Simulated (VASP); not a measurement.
# AlN (P6_3/mmc) in VASP: notebook

Runs on AlN. Level: PBEsol. Tasks: single point.

Everything below comes from runs of VASP 6.6.1. Logs are shortened: lines on timing, memory, paths and dates and some standing lists are left out, and cuts for length are marked.

## Step 1: The cell of the first run

The structure is hexagonal, space group P6_3/mmc (No. 194). The conventional cell has a = 3.181 Å, b = 3.181 Å, c = 3.925 Å, α = 90.00°, β = 90.00°, γ = 120.00°. Within 2.4 Å of Al (site symmetry -6m2) lie 5 N at 1.84 to 1.96 Å. N (site symmetry -6m2) has 5 Al at 1.84 to 1.96 Å within 2.4 Å.

## Step 2: Single point, PBEsol (volume 8.597 Å^3 an atom, c/a of the conventional cell 1.2341)

Contents of INCAR:

```
ALGO     = Normal         # electronic algorithm
EDIFF    = 1E-6           # SCF threshold, eV
ENCUT    = 520            # plane-wave cutoff, eV
GGA      = PS             # functional
ISIF     = 2              # what is computed and relaxed
ISMEAR   = 0              # smearing method
LASPH    = T              # aspherical terms in the spheres
LCHARG   = T              # write CHGCAR
LELF     = T              # ELF
LREAL    = F              # projectors in reciprocal space
LVHAR    = T            
LWAVE    = F              # write WAVECAR
NBANDS   = 16             # bands
NELM     = 60             # most SCF steps
PREC     = Accurate       # precision mode
SIGMA    = 0.05           # smearing width, eV
```

Contents of KPOINTS:

```
k-points
0
Gamma
  9 9 6
```

Contents of POSCAR:

```
AlN
1.0
    3.1805969979      0.0000000000      0.0000000000
   -1.5902984990      2.7544777993      0.0000000000
    0.0000000000      0.0000000000      3.9251747551
Al N
2 2
Direct
    0.3333333333      0.6666666667      0.7500000000
    0.6666666667      0.3333333333      0.2500000000
    0.3333333333      0.6666666667      0.2500000000
    0.6666666667      0.3333333333      0.7500000000
```

Potentials or basis: VASP PAW PBE potentials, release 64 (Al, N).

Run with:

```sh
> cat potpaw_PBE.64/Al/POTCAR potpaw_PBE.64/N/POTCAR > POTCAR
> mpirun -np 1 vasp_std > vasp.out
```

OUTCAR:

```text
EDIFF = 1E-6
   ENCUT = 520
   GGA = PS
   ISIF = 2
   ISMEAR = 0
   LASPH = T
   LREAL = F
   NELM = 60
   PREC = Accurate

 ion  position               nearest neighbor table
   1  0.333  0.667  0.750-   4 1.84   4 1.84   4 1.84   3 1.96   3 1.96   2 2.69   2 2.69   2 2.69
                             2 2.69   2 2.69   2 2.69
   2  0.667  0.333  0.250-   3 1.84   3 1.84   3 1.84   4 1.96   4 1.96   1 2.69   1 2.69   1 2.69
                             1 2.69   1 2.69   1 2.69
   3  0.333  0.667  0.250-   2 1.84   2 1.84   2 1.84   1 1.96   1 1.96
   4  0.667  0.333  0.750-   1 1.84   1 1.84   1 1.84   2 1.96   2 1.96

  LATTYP: Found a hexagonal cell.
 ALAT       =     3.1805969979
 C/A-ratio  =     1.2341000000

  Lattice vectors:

 A1 = (   3.1805969979,   0.0000000000,   0.0000000000)
 A2 = (  -1.5902984990,   2.7544777993,   0.0000000000)
 A3 = (   0.0000000000,   0.0000000000,   3.9251747551)

Analysis of symmetry for initial positions (statically):
=====================================================================
 Subroutine PRICEL returns:
 Original cell was already a primitive cell.

 Routine SETGRP: Setting up the symmetry group for a
 hexagonal supercell.

 Subroutine GETGRP returns: Found 24 space group operations
 (whereof 12 operations were pure point group operations)
 out of a pool of 24 trial point group operations.

The static configuration has the point symmetry D_3d.
 The point group associated with its full space group is D_6h.

Analysis of symmetry for dynamics (positions and initial velocities):
=====================================================================
 Subroutine PRICEL returns:
 Original cell was already a primitive cell.

 Routine SETGRP: Setting up the symmetry group for a
 hexagonal supercell.

 Subroutine GETGRP returns: Found 24 space group operations
 (whereof 12 operations were pure point group operations)
 out of a pool of 24 trial point group operations.

The dynamic configuration has the point symmetry D_3d.
 The point group associated with its full space group is D_6h.

 Subroutine INISYM returns: Found 24 space group operations
 (whereof 12 operations are pure point group operations),
 and found     1 'primitive' translations

----------------------------------------------------------------------------------------

                                     Primitive cell

  volume of cell :      34.3880

  direct lattice vectors                    reciprocal lattice vectors
     3.180596998  0.000000000  0.000000000     0.314406384  0.181522610  0.000000000
    -1.590298499  2.754477799  0.000000000     0.000000000  0.363045220  0.000000000
     0.000000000  0.000000000  3.925174755     0.000000000  0.000000000  0.254765727

  length of vectors
     3.180596998  3.180596998  3.925174755     0.363045220  0.363045220  0.254765727

  position of ions in fractional coordinates (direct lattice)
     0.333333333  0.666666667  0.750000000
     0.666666667  0.333333333  0.250000000
     0.333333333  0.666666667  0.250000000
     0.666666667  0.333333333  0.750000000

  ion indices of the primitive-cell ions
   primitive index   ion index
                 1           1
                 2           2
                 3           3
                 4           4

----------------------------------------------------------------------------------------

 KPOINTS: k-points

Automatic generation of k-mesh.
 Grid dimensions read from file:
 generate k-points for:    9    9    6

 Generating k-lattice:

  Cartesian coordinates                     Fractional coordinates (reciprocal lattice)
     0.034934043  0.020169179  0.000000000     0.111111111  0.000000000  0.000000000
     0.000000000  0.040338358  0.000000000     0.000000000  0.111111111  0.000000000
     0.000000000  0.000000000  0.042460954     0.000000000  0.000000000  0.166666667

  Length of vectors
     0.040338358  0.040338358  0.042460954

  Shift w.r.t. Gamma in fractional coordinates (k-lattice)
     0.000000000  0.000000000  0.000000000

 Subroutine IBZKPT returns following result:
 ===========================================

 Found     48 irreducible k-points:

 Following reciprocal coordinates:
            Coordinates               Weight
  0.000000  0.000000  0.000000      1.000000
  0.111111  0.000000  0.000000      6.000000
  0.222222 -0.000000  0.000000      6.000000
  0.333333  0.000000  0.000000      6.000000
  0.444444 -0.000000  0.000000      6.000000
  0.111111  0.111111  0.000000      6.000000
[... 16 lines left out ...]
  0.333333  0.222222  0.166667     24.000000
  0.333333  0.333333  0.166667      4.000000
 [... further k-points ...]
   k-points           NKPTS =     48   k-points in BZ     NKDIM =     48   number of bands    NBANDS=     16
   number of dos      NEDOS =    301   number of ions     NIONS =      4
   total plane-waves  NPLWV =  17280
   dimension x,y,z NGX =    24 NGY =   24 NGZ =   30
   dimension x,y,z NGXF=    48 NGYF=   48 NGZF=   60
   ions per type =               2   2
   NGX,Y,Z   is equivalent  to a cutoff of  12.54, 12.54, 12.71 a.u.
   NGXF,Y,Z  is equivalent  to a cutoff of  25.09, 25.09, 25.41 a.u.
 SYSTEM =  unknown system
   PREC   = accura    normal or accurate (medium, high low for compatibility)
   ISTART =      0    job   : 0-new  1-cont  2-samecut
   ICHARG =      2    charge: 1-file 2-atom 10-const
   ISPIN  =      1    spin polarized calculation?
   LNONCOLLINEAR =      F non collinear calculations
   LSORBIT =      F    spin-orbit coupling
   LASPH  =      T    aspherical Exc in radial PAW
   ENCUT  =  520.0 eV  38.22 Ry    6.18 a.u.   5.91  5.91  7.30*2*pi/ulx,y,z
   NELM   =     60;   NELMIN=  2; NELMDL= -5     # of ELM steps
   EDIFF  = 0.1E-05   stopping-criterion for ELM
   LREAL  =      F    real-space projection
   EDIFFG = 0.1E-04   stopping-criterion for IOM
   NSW    =      0    number of steps for IOM
   IBRION =     -1    ionic relax: 0-MD 1-quasi-New 2-CG
   NFREE  =      0    steps in history (QN), initial steepest desc. (CG)
   ISIF   =      2    stress and relaxation
   ISYM   =      2    0-nonsym 1-usesym 2-fastsym
   POTIM  = 0.5000    time-step for ionic-motion
   TEBEG  =    0.0;   TEEND  =   0.0 temperature during run
   PSTRESS=    0.0 pullay stress
   NELECT =      16.0000    total number of electrons
   NUPDOWN=      -1.0000    fix difference up-down
   EMIN   =  10.00;   EMAX   =-10.00  energy-range for DOS
   EFERMI =   0.00;   METHOD = LEGACY
   ISMEAR =     0;   SIGMA  =   0.05  broadening in eV -4-tet -1-fermi 0-gaus
   EFERMI_NEDOS =   21; number of points for ismear=-14 and -15
   IALGO  =     38    algorithm
   IMIX   =      4    mixing-type and parameters
     AMIX     =   0.40;   BMIX     =  1.00
     AMIX_MAG =   1.60;   BMIX_MAG =  1.00
  volume/ion in A,a.u.               =       8.60        58.02
  Fermi-wavevector in a.u.,A,eV,Ry     =   1.268564  2.397239 21.895252  1.609256
  Thomas-Fermi vector in A             =   2.401652
   LORBIT       =      0    0 simple, 1 ext, 2 COOP (PROOUT), +10 PAW based schemes
   GGA     = PS    functional components
   LHFCALC =     F    Hartree Fock is set to
   AEXX    =    0.0000 exact exchange contribution
   IVDW    =     0    specifies the selected vdW correction
   LEPSILON=     F    determine dielectric tensor
   LRPA    =     F    only Hartree local field effects (RPA)
 non-spin polarized calculation
 Gauss-broadening in eV      SIGMA  =   0.05
  energy-cutoff  :      520.00
  volume of cell :       34.39
 maximum number of plane-waves:       938
 NGX is ok and might be reduce to    24
   NGX = 11   NGY = 11   NGZ = 15

 number of electron      16.0000001 magnetization

 Free energy of the ion-electron system (eV)
  ---------------------------------------------------
  ext. energy  EPLUGINS =         0.00000000
  ---------------------------------------------------
  free energy    TOTEN  =       -30.47908607 eV

  energy without entropy =      -30.47908607  energy(sigma->0) =      -30.47908607

 E-fermi :   9.7027     XC(G=0): -12.0121

 val. band max:        9.5091174160   @ k =   0.0000   0.0000   0.0000
 cond. band min:      13.7461596201   @ k =   0.4444  -0.0000   0.0000
 fundamental gap:      4.2370422041
 Fermi energy:         9.7026988058

 k-point     1 :       0.0000    0.0000    0.0000
  band No.  band energies     occupation
      1      -8.3913      2.00000
      2      -3.8129      2.00000
      3       1.8038      2.00000
      4       5.7811      2.00000
      5       5.7811      2.00000
      6       7.7190      2.00000
[... 8 lines left out ...]
     15      22.0177      0.00000
     16      22.0177      0.00000

 k-point     2 :       0.1111    0.0000    0.0000
  band No.  band energies     occupation
      1      -8.2290      2.00000
      2      -3.8208      2.00000
      3       1.9679      2.00000
      4       5.2678      2.00000
      5       5.5516      2.00000
      6       7.2587      2.00000
[... 8 lines left out ...]
     15      21.6005      0.00000
     16      22.4070      0.00000

 k-point     3 :       0.2222   -0.0000    0.0000
  band No.  band energies     occupation
      1      -7.7610      2.00000
      2      -3.9013      2.00000
      3       2.4473      2.00000
      4       4.1415      2.00000
      5       5.0935      2.00000
      6       6.4014      2.00000
[... 8 lines left out ...]
     15      20.8975      0.00000
     16      23.1658      0.00000

 k-point     4 :       0.3333    0.0000    0.0000
  band No.  band energies     occupation
      1      -7.0578      2.00000
      2      -4.1875      2.00000
      3       3.1102      2.00000
      4       3.1879      2.00000
      5       4.6854      2.00000
      6       5.6529      2.00000
[... 8 lines left out ...]
     15      21.6935      0.00000
     16      24.0143      0.00000

 k-point     5 :       0.4444   -0.0000    0.0000
  band No.  band energies     occupation
      1      -6.3331      2.00000
      2      -4.6695      2.00000
      3       2.5658      2.00000
      4       3.9805      2.00000
      5       4.4571      2.00000
      6       5.2216      2.00000
[... 8 lines left out ...]
     15      23.5045      0.00000
     16      24.6265      0.00000

 k-point     6 :       0.1111    0.1111    0.0000
  band No.  band energies     occupation
      1      -7.9134      2.00000
      2      -3.8640      2.00000
      3       2.2901      2.00000
      4       4.7221      2.00000
      5       4.8315      2.00000
      6       6.8611      2.00000
[... 8 lines left out ...]
     15      21.1020      0.00000
     16      22.6624      0.00000
[... 267 lines left out ...]
 k-point    21 :       0.4444    0.1111    0.1667
  band No.  band energies     occupation
      1      -5.9519      2.00000
      2      -4.8305      2.00000
      3       1.9585      2.00000
      4       3.8524      2.00000
      5       3.9314      2.00000
      6       5.5579      2.00000
[... 8 lines left out ...]
     15      23.0357      0.00000
     16      24.6401      0.00000

 k-point    22 :       0.2222    0.2222    0.1667
  band No.  band energies     occupation
      1      -6.5071      2.00000
      2      -4.4782      2.00000
      3       2.5930      2.00000
      4       2.8839      2.00000
      5       4.9560      2.00000
      6       5.4657      2.00000
[... 8 lines left out ...]
     15      22.5603      0.00000
     16      24.2679      0.00000

 k-point    23 :       0.3333    0.2222    0.1667
  band No.  band energies     occupation
      1      -5.8383      2.00000
      2      -4.8438      2.00000
      3       2.1781      2.00000
      4       3.1317      2.00000
      5       4.0899      2.00000
      6       6.0199      2.00000
[... 8 lines left out ...]
     15      22.4891      0.00000
     16      24.4206      0.00000

 k-point    24 :       0.3333    0.3333    0.1667
  band No.  band energies     occupation
      1      -5.2807      2.00000
      2      -5.2807      2.00000
      3       2.0643      2.00000
      4       3.5005      2.00000
      5       3.5005      2.00000
      6       6.2962      2.00000
[... 8 lines left out ...]
     15      21.8826      0.00000
     16      24.2760      0.00000

 [... further k-points ...]
[... 5 lines left out ...]
  --------------------------------------------------------------------------------------
  -------------------------------------------------------------------------------------
  Total        7.4705251      7.4705251      7.7181004     -0.0000000      0.0000000     -0.0000000
  in kB      348.0605427    348.0605427    359.5953674     -0.0000000      0.0000000     -0.0000000
  external PRESSURE =     351.9054843 kB  Pullay stress =       0.0000000 kB

 VOLUME and BASIS-vectors are now :
 -----------------------------------------------------------------------------
  energy-cutoff  :      520.00
  volume of cell :       34.39
      direct lattice vectors                 reciprocal lattice vectors
     3.180596998  0.000000000  0.000000000     0.314406384  0.181522610  0.000000000
    -1.590298499  2.754477799  0.000000000     0.000000000  0.363045220  0.000000000
     0.000000000  0.000000000  3.925174755     0.000000000  0.000000000  0.254765727

 POSITION                                       TOTAL-FORCE (eV/Angst)
 -----------------------------------------------------------------------------------
     -0.00000      1.83632      2.94388         0.000000     -0.000000      0.000000
      1.59030      0.91816      0.98129        -0.000000      0.000000      0.000000
     -0.00000      1.83632      0.98129        -0.000000      0.000000      0.000000
      1.59030      0.91816      2.94388         0.000000     -0.000000      0.000000
 -----------------------------------------------------------------------------------
    total drift:                               -0.000000      0.000000     -0.000000

  FREE ENERGIE OF THE ION-ELECTRON SYSTEM (eV)
  ---------------------------------------------------
  free  energy   TOTEN  =       -30.4790860709 eV

  energy  without entropy=      -30.4790860709  energy(sigma->0) =      -30.47908607
```

Wall time 13 s (1 thread of Intel Xeon 6975P-C, shared host); peak memory 0.15 GiB.

What came out:

- Free energy: -30.4791 eV
- Pressure: 35.2 GPa
- Band gap on the k mesh: 4.24 eV, indirect (least direct gap 4.27 eV)

Levels at points of the mesh, in eV from the valence-band top:
```
           k point  band 5  band 6  band 7  band 8  band 9  band 10  band 11  band 12
(0.00, 0.00, 0.00)   -3.73   -1.79   -1.79    0.00    4.27     5.55     8.90     8.90
(0.00, 0.00, 0.50)   -2.81   -2.81   -2.81   -2.81    6.50     6.50     8.92     8.92
```

Caveat: the PAW data sets were made with another functional, which shifts forces and pressure a little. A k mesh can miss the band edges.

## Step 3: Single point, PBEsol (volume 8.597 Å^3 an atom, c/a of the conventional cell 1.1951)

Contents of INCAR:

```
SYSTEM = AlN
PREC = Accurate ; ENCUT = 520
EDIFF = 1E-6 ; ISMEAR = 0
SIGMA = 0.05 ; LREAL = .FALSE.
LASPH = .TRUE. ; NELM = 60
ALGO = Normal ; ISIF = 2
LWAVE = .FALSE. ; LCHARG = .FALSE.
GGA = PS ; NBANDS = 16
```

Contents of KPOINTS:

```
Automatic mesh
0
G
  9 9 6
  0 0 0
```

Contents of POSCAR:

```
AlN
1.0
    3.2148250719      0.0000000000      0.0000000000
   -1.6074125360      2.7841201809      0.0000000000
    0.0000000000      0.0000000000      3.8420374434
Al N
2 2
Direct
    0.3333333333      0.6666666667      0.7500000000
    0.6666666667      0.3333333333      0.2500000000
    0.3333333333      0.6666666667      0.2500000000
    0.6666666667      0.3333333333      0.7500000000
```

Potentials or basis: VASP PAW PBE potentials, release 64 (Al, N).

Run with:

```sh
> cat potpaw_PBE.64/Al/POTCAR potpaw_PBE.64/N/POTCAR > POTCAR
> mpirun -np 1 vasp_std > vasp.out
```

It took 13 s on 1 thread of Intel Xeon 6975P-C, shared host; peak memory 0.15 GiB.

Results (log left out):

| Quantity | Value |
| --- | --- |
| Free energy | -30.4410 eV |
| Pressure | 35.3 GPa |
| Band gap on the k mesh | 4.30 eV, direct |

Stress tensor (GPa, compression positive):
```
30.08  0.00  0.00
 0.00 30.08  0.00
 0.00  0.00 45.70
```

Levels at points of the mesh, in eV from the valence-band top:
```tsv
k point	band 5	band 6	band 7	band 8	band 9	band 10	band 11	band 12
(0.00, 0.00, 0.00)	-3.71	-1.60	-1.60	0.00	4.30	5.60	8.87	8.87
(0.00, 0.00, 0.50)	-2.71	-2.71	-2.71	-2.71	6.56	6.56	8.82	8.82
```

Caveat: the PAW data sets were made with another functional, which shifts forces and pressure a little.
